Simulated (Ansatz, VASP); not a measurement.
## PtS2: VASP beside Ansatz

```
Pt S
1.0
     3.54320    0.00000    0.00000
    -1.77160    3.06850    0.00000
     0.00000    0.00000    5.03880
Pt S
1 2
Cartesian
  0.0000 0.0000 0.0000
  0.0000 2.0457 1.1438
  1.7716 1.0228 3.8950
```

Alike in both runs: task single point; functional PBE; dispersion D3(BJ); k mesh 6 × 6 × 4; occupations gaussian, width 0.1 eV; no spin polarisation.

|  | VASP | Ansatz |
| --- | --- | --- |
| version | VASP 6.6.1 | Ansatz 0.2.0 |
| potentials or method | VASP PAW PBE potentials, release 64 (Pt, S), cutoff 520 eV | scalar-relativistic, plane waves, PAW |
| valence electrons in the cell | 22 | 30 |

```csv
,VASP,Ansatz,Ansatz less VASP
gap on the k mesh at the Fermi level (eV),0.98,0.97,-0.014
least direct gap on the mesh (eV),1.50,1.48,-0.019
pressure (GPa),7.3,7.8,+0.52
"traceless stress, the component that is largest in VASP (GPa)",-1.02,-1.20,-0.181
rms of the force components (eV/Å),0.588,0.609,+0.0206
```

Atom by atom the forces differ by 0.021 eV/Å (rms over components). VASP's potentials hold 22 valence electrons a cell and Ansatz's 30, so a difference there can come from the potentials and not from the codes.

Neither program's run includes spin-orbit coupling.
